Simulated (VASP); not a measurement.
# P (P6/mmm) in VASP: notebook, part 2 of 2

VASP 6.6.1. The steps go on from the part before.

### 3 Single point, PBE

This run uses another cell than the first one: it holds 1 atom, not 3.

INCAR reads:

```
PREC = Accurate
ENCUT = 520
EDIFF = 1E-6
ISMEAR = -1
SIGMA = 0.1
LREAL = F
LASPH = T
NELM = 100
ALGO = Normal
ISIF = 2
LWAVE = F
LCHARG = T
GGA = PE
LELF = T
LVHAR = T
NBANDS = 8
```

KPOINTS reads:

```
regular mesh
0
Gamma
  21 21 19
```

POSCAR reads:

```
P
1.0
    2.0657256472      0.0000000000      0.0000000000
   -1.0328628236      1.7889708877      0.0000000000
    0.0000000000      0.0000000000      1.9869625471
P
1
Direct
    0.0000000000      0.0000000000      0.0000000000
```

Potentials or basis: VASP PAW PBE potentials, release 64 (P).

Run with:

```console
$ cat potpaw_PBE.64/P/POTCAR > POTCAR
$ mpirun -np 1 vasp_std > vasp.out
```

OUTCAR:

```text
PREC = Accurate
   ENCUT = 520
   EDIFF = 1E-6
   ISMEAR = -1
   LREAL = F
   LASPH = T
   NELM = 100
   ISIF = 2
   GGA = PE

 ion  position               nearest neighbor table
   1  0.000  0.000  0.000-

  LATTYP: Found a hexagonal cell.
 ALAT       =     2.0657256472
 C/A-ratio  =     0.9618714614

  Lattice vectors:

 A1 = (   2.0657256472,   0.0000000000,   0.0000000000)
 A2 = (  -1.0328628236,   1.7889708877,   0.0000000000)
 A3 = (   0.0000000000,   0.0000000000,   1.9869625471)

Analysis of symmetry for initial positions (statically):
=====================================================================
 Subroutine PRICEL returns:
 Original cell was already a primitive cell.

 Routine SETGRP: Setting up the symmetry group for a
 hexagonal supercell.

 Subroutine GETGRP returns: Found 24 space group operations
 (whereof 24 operations were pure point group operations)
 out of a pool of 24 trial point group operations.

The static configuration has the point symmetry D_6h.

Analysis of symmetry for dynamics (positions and initial velocities):
=====================================================================
 Subroutine PRICEL returns:
 Original cell was already a primitive cell.

 Routine SETGRP: Setting up the symmetry group for a
 hexagonal supercell.

 Subroutine GETGRP returns: Found 24 space group operations
 (whereof 24 operations were pure point group operations)
 out of a pool of 24 trial point group operations.

The dynamic configuration has the point symmetry D_6h.

 Subroutine INISYM returns: Found 24 space group operations
 (whereof 24 operations are pure point group operations),
 and found     1 'primitive' translations

----------------------------------------------------------------------------------------

                                     Primitive cell

  volume of cell :       7.3429

  direct lattice vectors                    reciprocal lattice vectors
     2.065725647  0.000000000  0.000000000     0.484091390  0.279490294  0.000000000
    -1.032862824  1.788970888  0.000000000     0.000000000  0.558980589  0.000000000
     0.000000000  0.000000000  1.986962547     0.000000000  0.000000000  0.503280750

  length of vectors
     2.065725647  2.065725647  1.986962547     0.558980589  0.558980589  0.503280750

  position of ions in fractional coordinates (direct lattice)
     0.000000000  0.000000000  0.000000000

  ion indices of the primitive-cell ions
   primitive index   ion index
                 1           1

----------------------------------------------------------------------------------------

 KPOINTS: regular mesh

Automatic generation of k-mesh.
 Grid dimensions read from file:
 generate k-points for:   21   21   19

 Generating k-lattice:

  Cartesian coordinates                     Fractional coordinates (reciprocal lattice)
     0.023051971  0.013309062  0.000000000     0.047619048  0.000000000  0.000000000
     0.000000000  0.026618123  0.000000000     0.000000000  0.047619048  0.000000000
     0.000000000  0.000000000  0.026488461     0.000000000  0.000000000  0.052631579

  Length of vectors
     0.026618123  0.026618123  0.026488461

  Shift w.r.t. Gamma in fractional coordinates (k-lattice)
     0.000000000  0.000000000  0.000000000

 Subroutine IBZKPT returns following result:
 ===========================================

 Found    480 irreducible k-points:

 Following reciprocal coordinates:
            Coordinates               Weight
  0.000000  0.000000  0.000000      1.000000
  0.047619  0.000000  0.000000      6.000000
  0.095238  0.000000  0.000000      6.000000
  0.142857  0.000000  0.000000      6.000000
  0.190476  0.000000  0.000000      6.000000
  0.238095 -0.000000  0.000000      6.000000
[... 16 lines left out ...]
  0.142857  0.095238  0.000000     12.000000
  0.190476  0.095238  0.000000     12.000000
 [... further k-points ...]
   k-points           NKPTS =    480   k-points in BZ     NKDIM =    480   number of bands    NBANDS=      8
   number of dos      NEDOS =    301   number of ions     NIONS =      1
   total plane-waves  NPLWV =   4096
   dimension x,y,z NGX =    16 NGY =   16 NGZ =   16
   dimension x,y,z NGXF=    32 NGYF=   32 NGZF=   32
   ions per type =               1
   NGX,Y,Z   is equivalent  to a cutoff of  12.88, 12.88, 13.39 a.u.
   NGXF,Y,Z  is equivalent  to a cutoff of  25.75, 25.75, 26.77 a.u.
 SYSTEM =  unknown system
   PREC   = accura    normal or accurate (medium, high low for compatibility)
   ISTART =      0    job   : 0-new  1-cont  2-samecut
   ICHARG =      2    charge: 1-file 2-atom 10-const
   ISPIN  =      1    spin polarized calculation?
   LNONCOLLINEAR =      F non collinear calculations
   LSORBIT =      F    spin-orbit coupling
   LASPH  =      T    aspherical Exc in radial PAW
   ENCUT  =  520.0 eV  38.22 Ry    6.18 a.u.   3.84  3.84  3.69*2*pi/ulx,y,z
   NELM   =    100;   NELMIN=  2; NELMDL= -5     # of ELM steps
   EDIFF  = 0.1E-05   stopping-criterion for ELM
   LREAL  =      F    real-space projection
   EDIFFG = 0.1E-04   stopping-criterion for IOM
   NSW    =      0    number of steps for IOM
   IBRION =     -1    ionic relax: 0-MD 1-quasi-New 2-CG
   NFREE  =      0    steps in history (QN), initial steepest desc. (CG)
   ISIF   =      2    stress and relaxation
   ISYM   =      2    0-nonsym 1-usesym 2-fastsym
   POTIM  = 0.5000    time-step for ionic-motion
   TEBEG  =    0.0;   TEEND  =   0.0 temperature during run
   PSTRESS=    0.0 pullay stress
   NELECT =       5.0000    total number of electrons
   NUPDOWN=      -1.0000    fix difference up-down
   EMIN   =  10.00;   EMAX   =-10.00  energy-range for DOS
   EFERMI =   0.00;   METHOD = LEGACY
   ISMEAR =    -1;   SIGMA  =   0.10  broadening in eV -4-tet -1-fermi 0-gaus
   EFERMI_NEDOS =   21; number of points for ismear=-14 and -15
   IALGO  =     38    algorithm
   IMIX   =      4    mixing-type and parameters
     AMIX     =   0.40;   BMIX     =  1.00
     AMIX_MAG =   1.60;   BMIX_MAG =  1.00
  volume/ion in A,a.u.               =       7.34        49.55
  Fermi-wavevector in a.u.,A,eV,Ry     =   1.440267  2.721710 28.223499  2.074369
  Thomas-Fermi vector in A             =   2.559030
   LORBIT       =      0    0 simple, 1 ext, 2 COOP (PROOUT), +10 PAW based schemes
   GGA     = PE    functional components
   LHFCALC =     F    Hartree Fock is set to
   AEXX    =    0.0000 exact exchange contribution
   IVDW    =     0    specifies the selected vdW correction
   LEPSILON=     F    determine dielectric tensor
   LRPA    =     F    only Hartree local field effects (RPA)
 non-spin polarized calculation
  energy-cutoff  :      520.00
  volume of cell :        7.34
 maximum number of plane-waves:       207
 NGX is ok and might be reduce to    16

 number of electron       4.9999999 magnetization

 Free energy of the ion-electron system (eV)
  ---------------------------------------------------
  ext. energy  EPLUGINS =         0.00000000
  ---------------------------------------------------
  free energy    TOTEN  =        -1.69813974 eV

  energy without entropy =       -1.68878511  energy(sigma->0) =       -1.69346243

 E-fermi :  22.2392     XC(G=0): -14.5900

 val. band max:       22.2148693854   @ k =   0.2857   0.2857   0.4737
 cond. band min:      22.3021643727   @ k =   0.2857   0.0952   0.2105
 fundamental gap:      0.0872949873
 Fermi energy:        22.2392322495

 k-point     1 :       0.0000    0.0000    0.0000
  band No.  band energies     occupation
      1      -3.1241      2.00000
      2      27.6952      0.00000
      3      30.7894      0.00000
      4      36.1801      0.00000
      5      36.1801      0.00000
      6      37.3521      0.00000
      7      37.3521      0.00000
      8      44.5351      0.00000

 k-point     2 :       0.0476    0.0000    0.0000
  band No.  band energies     occupation
      1      -3.0234      2.00000
      2      27.5909      0.00000
      3      30.8707      0.00000
      4      34.3381      0.00000
      5      35.0083      0.00000
      6      38.1752      0.00000
      7      38.6999      0.00000
      8      45.7213      0.00000
[... 221 lines left out ...]
 k-point    23 :       0.1429    0.0952    0.0000
  band No.  band energies     occupation
      1      -1.2202      2.00000
      2      23.8525      0.00000
      3      25.7451      0.00000
      4      32.3382      0.00000
      5      32.8909      0.00000
      6      40.1342      0.00000
      7      43.9713      0.00000
      8      53.5173      0.00000

 k-point    24 :       0.1905    0.0952    0.0000
  band No.  band energies     occupation
      1      -0.3257      2.00000
      2      21.2382      1.99991
      3      24.7517      0.00000
      4      32.9628      0.00000
      5      33.0752      0.00000
      6      40.3516      0.00000
      7      46.0633      0.00000
      8      51.4370      0.00000

 [... further k-points ...]
[... 5 lines left out ...]
  --------------------------------------------------------------------------------------
  -------------------------------------------------------------------------------------
  Total       12.1680772     12.1680772     12.2117346      0.0000000      0.0000000      0.0000000
  in kB     2655.0147699   2655.0147698   2664.5406009      0.0000000      0.0000000      0.0000000
  external PRESSURE =    2658.1900469 kB  Pullay stress =       0.0000000 kB

 VOLUME and BASIS-vectors are now :
 -----------------------------------------------------------------------------
  energy-cutoff  :      520.00
  volume of cell :        7.34
      direct lattice vectors                 reciprocal lattice vectors
     2.065725647  0.000000000  0.000000000     0.484091390  0.279490294  0.000000000
    -1.032862824  1.788970888  0.000000000     0.000000000  0.558980589  0.000000000
     0.000000000  0.000000000  1.986962547     0.000000000  0.000000000  0.503280750

 POSITION                                       TOTAL-FORCE (eV/Angst)
 -----------------------------------------------------------------------------------
      0.00000      0.00000      0.00000         0.000000      0.000000      0.000000
 -----------------------------------------------------------------------------------
    total drift:                               -0.000000     -0.000000     -0.000000

  FREE ENERGIE OF THE ION-ELECTRON SYSTEM (eV)
  ---------------------------------------------------
  free  energy   TOTEN  =        -1.6981397386 eV

  energy  without entropy=       -1.6887851141  energy(sigma->0) =       -1.69346243
```

stdout:

```text
POSCAR found type information on POSCAR P
 POSCAR found :  1 types and       1 ions
 scaLAPACK will be used
 LDA part: xc-table for (Slater+PW92), standard interpolation
 POSCAR, INCAR and KPOINTS ok, starting setup
 FFT: planning ... GRIDC
 FFT: planning ... GRID_SOFT
 FFT: planning ... GRID
 WAVECAR not read
 entering main loop
```

Run time: 9.8 s. Hardware: 1 thread of Intel Xeon 6975P-C, shared host; peak memory 0.13 GiB.

What came out:

| Property | Result |
| --- | --- |
| Free energy | -1.6981 eV |
| Pressure | 265.8 GPa |

Levels at points of the mesh, in eV from the Fermi level:
```tsv
k point	band 1	band 2	band 3	band 4	band 5
(0.00, 0.00, 0.00)	-25.36	5.46	8.55	13.94	13.94
```

### 4 Single point, PBE

This run uses another cell than the first one: it holds 1 atom, not 3.

INCAR reads:

```
PREC = Accurate
ENCUT = 520
EDIFF = 1E-7
ISMEAR = -1
SIGMA = 0.1
LREAL = F
LASPH = T
NELM = 100
ALGO = Normal
ISIF = 2
LWAVE = F
LCHARG = F
GGA = PE
NBANDS = 8
```

KPOINTS is that of step 3.

POSCAR reads:

```
P
1.0
    2.0657903849      0.0000000000      0.0000000000
   -1.0328951924      1.7890269522      0.0000000000
    0.0000000000      0.0000000000      1.9866588352
P
1
Direct
    0.0000000000      0.0000000000      0.0000000000
```

Run with:

```console
$ cat potpaw_PBE.64/P/POTCAR > POTCAR
$ mpirun -np 1 vasp_std > vasp.out
```

Wall time 12 s (1 thread of Intel Xeon 6975P-C, shared host); peak memory 0.13 GiB.

Results (log left out):

```
Free energy : -1.6970 eV
Pressure    : 265.9 GPa
```

Stress tensor (GPa, compression positive):
```
265.48   0.00   0.00
  0.00 265.48   0.00
  0.00   0.00 266.80
```

Levels at points of the mesh, in eV from the Fermi level:
```csv
k point,band 1,band 2,band 3,band 4,band 5
"(0.00, 0.00, 0.00)",-25.36,5.46,8.56,13.94,13.94
```

### 5 Single point, PBE

INCAR reads:

```
SYSTEM = P
ALGO = Normal
EDIFF = 1E-6
ENCUT = 520
GGA = PE
ISIF = 2
ISMEAR = -1
LASPH = .True.
LCHARG = .False.
LREAL = .False.
LWAVE = .False.
NBANDS = 14
NELM = 100
PREC = Accurate
SIGMA = 0.1
```

KPOINTS reads:

```
k-points
0
Gamma
  11 11 15
  0 0 0
```

POSCAR reads:

```
P
1.0
    3.4584331751      0.0000000000      0.0000000000
   -1.7292165876      2.9950909869      0.0000000000
    0.0000000000      0.0000000000      2.0817506434
P
3
Direct
    0.0000000000      0.0000000000      0.0000000000
    0.3333333333      0.6666666667      0.5000000000
    0.6666666667      0.3333333333      0.5000000000
```

Potentials or basis: VASP PAW PBE potentials, release 64 (P).

Run with:

```console
$ cat potpaw_PBE.64/P/POTCAR > POTCAR
$ mpirun -np 1 vasp_std > vasp.out
```

OUTCAR:

```text
SYSTEM = P
   EDIFF = 1E-6
   ENCUT = 520
   GGA = PE
   ISIF = 2
   ISMEAR = -1
   LASPH = .True.
   LREAL = .False.
   NELM = 100
   PREC = Accurate

 ion  position               nearest neighbor table
   1  0.000  0.000  0.000-   2 2.25   3 2.25   2 2.25   3 2.25   3 2.25   3 2.25   2 2.25   2 2.25
                             3 2.25   3 2.25   2 2.25   2 2.25
   2  0.333  0.667  0.500-   3 2.00   3 2.00   3 2.00   1 2.25   1 2.25   1 2.25   1 2.25   1 2.25
                             1 2.25   3 2.88   3 2.88   3 2.88   3 2.88   3 2.88   3 2.88
   3  0.667  0.333  0.500-   2 2.00   2 2.00   2 2.00   1 2.25   1 2.25   1 2.25   1 2.25   1 2.25
                             1 2.25   2 2.88   2 2.88   2 2.88   2 2.88   2 2.88   2 2.88
[... 609 lines left out ...]
  -------------------------------------------------------------------------------------
  Total       35.7474877     35.7474877     35.8207509     -0.0000000     -0.0000000     -0.0000000
  in kB     2656.0606730   2656.0606730   2661.5041773     -0.0000000     -0.0000000     -0.0000000
  external PRESSURE =    2657.8751744 kB  Pullay stress =       0.0000000 kB

 VOLUME and BASIS-vectors are now :
 -----------------------------------------------------------------------------
  energy-cutoff  :      520.00
  volume of cell :       21.56
      direct lattice vectors                 reciprocal lattice vectors
     3.458433175  0.000000000  0.000000000     0.289148279  0.166939837  0.000000000
    -1.729216588  2.995090987  0.000000000     0.000000000  0.333879673  0.000000000
     0.000000000  0.000000000  2.081750643     0.000000000  0.000000000  0.480364929

 POSITION                                       TOTAL-FORCE (eV/Angst)
 -----------------------------------------------------------------------------------
      0.00000      0.00000      0.00000         0.000000     -0.000000     -0.000000
     -0.00000      1.99673      1.04088        -0.000000     -0.000000     -0.000000
      1.72922      0.99836      1.04088         0.000000      0.000000      0.000000
 -----------------------------------------------------------------------------------
    total drift:                                0.000000     -0.000000     -0.000000

  FREE ENERGIE OF THE ION-ELECTRON SYSTEM (eV)
  ---------------------------------------------------
  free  energy   TOTEN  =        -4.4097490020 eV

  energy  without entropy=       -4.3855430147  energy(sigma->0) =       -4.39764601
```

OSZICAR:

```text
N       E                     dE             d eps       ncg     rms          rms(c)
DAV:   1     0.480454859745E+02    0.48045E+02   -0.71980E+03  3592   0.960E+02
DAV:   2    -0.304237702414E+01   -0.51088E+02   -0.46998E+02  4788   0.174E+02
DAV:   3    -0.459354016543E+01   -0.15512E+01   -0.15322E+01  4644   0.270E+01
DAV:   4    -0.459951321150E+01   -0.59730E-02   -0.59704E-02  4178   0.181E+00
DAV:   5    -0.459954196527E+01   -0.28754E-04   -0.28755E-04  4660   0.953E-02    0.256E+01
DAV:   6    -0.446767022897E+01    0.13187E+00   -0.61252E-02  4364   0.170E+00    0.151E+01
DAV:   7    -0.441134834914E+01    0.56322E-01   -0.55680E-02  4434   0.163E+00    0.359E-01
DAV:   8    -0.440980827044E+01    0.15401E-02   -0.48910E-03  4340   0.537E-01    0.295E-01
DAV:   9    -0.440974881682E+01    0.59454E-04   -0.54301E-04  4532   0.161E-01    0.131E-01
DAV:  10    -0.440974740833E+01    0.14085E-05   -0.64739E-06  4354   0.202E-02    0.476E-02
DAV:  11    -0.440974924638E+01   -0.18381E-05   -0.73704E-07  2670   0.671E-03    0.217E-03
DAV:  12    -0.440974900195E+01    0.24443E-06   -0.89835E-08  2338   0.220E-03
   1 F= -.44097490E+01 E0= -.43976460E+01  d E =-.242060E-01
```

stdout:

```text
POSCAR found type information on POSCAR P
 POSCAR found :  1 types and       3 ions
 scaLAPACK will be used
 LDA part: xc-table for (Slater+PW92), standard interpolation
 POSCAR, INCAR and KPOINTS ok, starting setup
 FFT: planning ... GRIDC
 FFT: planning ... GRID_SOFT
 FFT: planning ... GRID
 WAVECAR not read
 entering main loop
```

Run time: 31 s. Hardware: 1 thread of Intel Xeon 6975P-C, shared host; peak memory 0.15 GiB.

What came out:

```yaml
Free_energy: -4.4097 eV
Pressure: 265.8 GPa
```

Levels at points of the mesh, in eV from the Fermi level:
```csv
k point,band 5,band 6,band 7,band 8,band 9,band 10,band 11,band 12
"(0.00, 0.00, 0.00)",-11.05,-8.93,-8.64,4.72,6.05,14.84,15.38,15.38
```

### 6 Summary

| task | cell | k mesh | cutoff (eV) | gap on the mesh (eV) | pressure (GPa) |
| --- | --- | --- | --- | --- | --- |
| relaxation of cell and atoms | relaxed to 270 GPa from a = 3.458, b = 3.458, c = 2.082 Å, angles 90.0, 90.0, 120.0°, 3 atoms | 11 × 11 × 15 | 600 | - | 270.1 |
| single point | a = 2.066, b = 2.066, c = 1.987 Å, angles 90.0, 90.0, 120.0°, 1 atom | 21 × 21 × 19 | 520 | none | 265.9 |
| single point | a = 3.458, b = 3.458, c = 2.082 Å, angles 90.0, 90.0, 120.0°, 3 atoms | 11 × 11 × 15 | 520 | none | 265.8 |

Alike in all rows: level PBE; potentials or basis VASP PAW PBE potentials, release 64 (P); no spin polarisation; smearing fermi-dirac 0.1 eV.

Caveats: the cell is relaxed towards a set pressure, so the enthalpy falls and the energy may rise (some runs); the bands computed are all filled at some k points, so no gap is given (some runs).

Total energies depend on the potentials used, so only differences within one code and one set of settings carry meaning.
